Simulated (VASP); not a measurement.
# Nb (P6_3/mmc) in VASP: further runs, part 2 of 2

VASP 6.6.1. Earlier steps stand in the parts before.

**6. Single point, PBE**

This run uses another cell than the first one, of 18.67 Å³/atom, 0.937 times its volume.

Input file INCAR:

```
ALGO     = Fast           # electronic algorithm
EDIFF    = 1E-6           # SCF threshold, eV
ENCUT    = 520            # plane-wave cutoff, eV
GGA      = PE             # functional
ISIF     = 2              # what is computed and relaxed
ISMEAR   = 0              # smearing method
LASPH    = True           # aspherical terms in the spheres
LCHARG   = False          # write CHGCAR
LREAL    = False          # projectors in reciprocal space
LWAVE    = False          # write WAVECAR
NBANDS   = 20             # bands
NELM     = 60             # most SCF steps
PREC     = Accurate       # precision mode
SIGMA    = 0.1            # smearing width, eV
```

Input file KPOINTS:

```
k-points
0
Gamma
  24 24 10
```

Input file POSCAR:

```
Nb
1.0
    2.8685352099      0.0000000000      0.0000000000
   -1.4342676049      2.4842243634      0.0000000000
    0.0000000000      0.0000000000      5.2391121887
Nb
2
Direct
    0.3333333333      0.6666666667      0.2500000000
    0.6666666667      0.3333333333      0.7500000000
```

Potentials or basis: VASP PAW PBE potentials, release 64 (Nb_sv).

Run with:

```console
$ cat potpaw_PBE.64/Nb_sv/POTCAR > POTCAR
$ mpirun -np 1 vasp_std > vasp.out
```

OUTCAR:

```text
EDIFF = 1E-6
   ENCUT = 520
   GGA = PE
   ISIF = 2
   ISMEAR = 0
   LASPH = True
   LREAL = False
   NELM = 60
   PREC = Accurate

 ion  position               nearest neighbor table
   1  0.333  0.667  0.250-
   2  0.667  0.333  0.750-

  LATTYP: Found a hexagonal cell.
 ALAT       =     2.8685352099
 C/A-ratio  =     1.8264067914

  Lattice vectors:

 A1 = (   2.8685352099,   0.0000000000,   0.0000000000)
 A2 = (  -1.4342676049,   2.4842243634,   0.0000000000)
 A3 = (   0.0000000000,   0.0000000000,   5.2391121887)

Analysis of symmetry for initial positions (statically):
=====================================================================
 Subroutine PRICEL returns:
 Original cell was already a primitive cell.

 Routine SETGRP: Setting up the symmetry group for a
 hexagonal supercell.

 Subroutine GETGRP returns: Found 24 space group operations
 (whereof 12 operations were pure point group operations)
 out of a pool of 24 trial point group operations.
[... 161 lines left out ...]
  ext. energy  EPLUGINS =         0.00000000
  ---------------------------------------------------
  free energy    TOTEN  =       -19.85175425 eV

  energy without entropy =      -19.83845851  energy(sigma->0) =      -19.84510638

 E-fermi :  11.0464     XC(G=0): -12.3001

 val. band max:       11.0455883374   @ k =   0.1250   0.1250   0.1000
 cond. band min:      11.0495217225   @ k =   0.3333   0.1250   0.2000
 fundamental gap:      0.0039333852
 Fermi energy:        11.0464153049

 k-point     1 :       0.0000    0.0000    0.0000
  band No.  band energies     occupation
      1     -43.7082      2.00000
      2     -43.5848      2.00000
      3     -20.1862      2.00000
      4     -19.2661      2.00000
      5     -19.0404      2.00000
      6     -19.0404      2.00000
[... 541 lines left out ...]
     19      17.3297      0.00000
     20      18.5486      0.00000

 [... further k-points ...]

------------------------ aborting loop because EDIFF is reached ----------------------------------------

  FORCE on cell =-STRESS in cart. coord.  units (eV):
  Direction    XX          YY          ZZ          XY          YZ          ZX
  --------------------------------------------------------------------------------------
  -------------------------------------------------------------------------------------
  Total       -0.0611429     -0.0611429     -0.0805120     -0.0000000      0.0000000      0.0000000
  in kB       -2.6239027     -2.6239027     -3.4551130     -0.0000000      0.0000000      0.0000000
  external PRESSURE =      -2.9009728 kB  Pullay stress =       0.0000000 kB

 VOLUME and BASIS-vectors are now :
 -----------------------------------------------------------------------------
  energy-cutoff  :      520.00
  volume of cell :       37.33
      direct lattice vectors                 reciprocal lattice vectors
     2.868535210  0.000000000  0.000000000     0.348609979  0.201270065  0.000000000
    -1.434267605  2.484224363  0.000000000     0.000000000  0.402540131  0.000000000
     0.000000000  0.000000000  5.239112189     0.000000000  0.000000000  0.190872034

 POSITION                                       TOTAL-FORCE (eV/Angst)
 -----------------------------------------------------------------------------------
     -0.00000      1.65615      1.30978        -0.000000      0.000000      0.000000
      1.43427      0.82807      3.92933         0.000000     -0.000000      0.000000
 -----------------------------------------------------------------------------------
    total drift:                               -0.000000      0.000000     -0.000000

  FREE ENERGIE OF THE ION-ELECTRON SYSTEM (eV)
  ---------------------------------------------------
  free  energy   TOTEN  =       -19.8517542494 eV

  energy  without entropy=      -19.8384585137  energy(sigma->0) =      -19.84510638
```

OSZICAR:

```text
N       E                     dE             d eps       ncg     rms          rms(c)
DAV:   1     0.299529177267E+03    0.29953E+03   -0.14969E+04 14664   0.137E+03
DAV:   2     0.258447403078E+01   -0.29694E+03   -0.29055E+03 16452   0.537E+02
DAV:   3    -0.196356072530E+02   -0.22220E+02   -0.21553E+02 27572   0.107E+02
[... 17 lines left out ...]
RMM:  21    -0.198517476450E+02   -0.39019E-05   -0.34758E-05 19405   0.298E-02    0.149E-03
RMM:  22    -0.198517494125E+02   -0.17675E-05   -0.24200E-05 18802   0.259E-02    0.792E-03
RMM:  23    -0.198517516161E+02   -0.22036E-05   -0.15110E-05 17786   0.214E-02    0.351E-03
RMM:  24    -0.198517532641E+02   -0.16480E-05   -0.99142E-06 16926   0.208E-02    0.332E-03
RMM:  25    -0.198517542494E+02   -0.98526E-06   -0.68640E-06 15979   0.174E-02
   1 F= -.19851754E+02 E0= -.19845106E+02  d E =-.132957E-01
```

stdout:

```text
POSCAR found type information on POSCAR Nb
 POSCAR found :  1 types and       2 ions
 scaLAPACK will be used
 LDA part: xc-table for (Slater+PW92), standard interpolation
 POSCAR, INCAR and KPOINTS ok, starting setup
 FFT: planning ... GRIDC
 FFT: planning ... GRID_SOFT
 FFT: planning ... GRID
 WAVECAR not read
 entering main loop
WARNING in EDDRMM: call to ZHEGV failed, returncode =   6  3     10
WARNING in EDDRMM: call to ZHEGV failed, returncode =   6  3     10
WARNING in EDDRMM: call to ZHEGV failed, returncode =   8  4     13
WARNING in EDDRMM: call to ZHEGV failed, returncode =   8  4     14
WARNING in EDDRMM: call to ZHEGV failed, returncode =   6  3     12
WARNING in EDDRMM: call to ZHEGV failed, returncode =   6  3     14
WARNING in EDDRMM: call to ZHEGV failed, returncode =   6  3     15
WARNING in EDDRMM: call to ZHEGV failed, returncode =   8  4     18
WARNING in EDDRMM: call to ZHEGV failed, returncode =   6  3      9
WARNING in EDDRMM: call to ZHEGV failed, returncode =   6  3     10
WARNING in EDDRMM: call to ZHEGV failed, returncode =   6  3     11
WARNING in EDDRMM: call to ZHEGV failed, returncode =   6  3     16
WARNING in EDDRMM: call to ZHEGV failed, returncode =   6  3      9
WARNING in EDDRMM: call to ZHEGV failed, returncode =   6  3     15
WARNING in EDDRMM: call to ZHEGV failed, returncode =   6  3     19
WARNING in EDDRMM: call to ZHEGV failed, returncode =   8  4     10
WARNING in EDDRMM: call to ZHEGV failed, returncode =   6  3     15
WARNING in EDDRMM: call to ZHEGV failed, returncode =   8  4     13
WARNING in EDDRMM: call to ZHEGV failed, returncode =   6  3     18
WARNING in EDDRMM: call to ZHEGV failed, returncode =   6  3     12
WARNING in EDDRMM: call to ZHEGV failed, returncode =   6  3     18
WARNING in EDDRMM: call to ZHEGV failed, returncode =   6  3     18
```

Run time: 7.4 min. Hardware: 1 thread of Intel Xeon Platinum 8375C at 2.90GHz (Ice Lake), shared host; peak memory 0.33 GiB.

What came out:

- Free energy: -19.8518 eV
- Pressure: -0.3 GPa
- Band gap on the k mesh: zero (band 13 reaches 13.10 eV, above the bottom of band 14 at 10.22 eV)

Stress tensor (GPa, compression positive):
```
-0.26  0.00  0.00
 0.00 -0.26  0.00
 0.00  0.00 -0.35
```

Levels at points of the mesh, in eV from the Fermi level:
| k point | band 11 | band 12 | band 13 | band 14 | band 15 | band 16 |
| --- | --- | --- | --- | --- | --- | --- |
| (0.00, 0.00, 0.00) | -0.97 | 0.32 | 0.32 | 0.42 | 0.76 | 0.76 |
| (0.50, 0.00, 0.00) | -3.24 | -0.53 | 0.26 | 0.37 | 0.73 | 4.42 |
| (0.00, 0.00, 0.50) | -1.24 | -1.24 | 0.38 | 0.38 | 0.38 | 0.38 |
| (0.50, 0.00, 0.50) | -2.37 | -2.37 | 2.05 | 2.05 | 2.19 | 2.19 |

**7. Summary**

```csv
task,cell,k mesh,cutoff (eV),gap on the mesh (eV),pressure (GPa),relaxed volume (Å³/atom)
single point,"a = 3.049, b = 3.049, c = 4.948 Å, angles 90.0, 90.0, 120.0°, 2 atoms",6 × 6 × 4,520,none,-9.8,-
single point,"a = 2.848, b = 2.848, c = 5.314 Å, angles 90.0, 90.0, 120.0°, 2 atoms",9 × 9 × 4,520,none,-0.4,-
relaxation of cell and atoms,"relaxed from a = 3.049, b = 3.049, c = 4.948 Å, angles 90.0, 90.0, 120.0°, 2 atoms",6 × 6 × 4,600,none,0.0,18.47
relaxation of cell and atoms,"relaxed from a = 2.838, b = 2.838, c = 5.307 Å, angles 90.0, 90.0, 120.0°, 2 atoms",9 × 9 × 4,600,none,0.0,18.63
single point,"a = 2.869, b = 2.869, c = 5.239 Å, angles 90.0, 90.0, 120.0°, 2 atoms",24 × 24 × 10,520,none,-0.3,-
```

Alike in all rows: level PBE; potentials or basis VASP PAW PBE potentials, release 64 (Nb_sv); no spin polarisation; smearing gaussian 0.1 eV.

Caveats: some runs use coarse meshes.

Absolute energies hang on the potentials; compare differences alone.
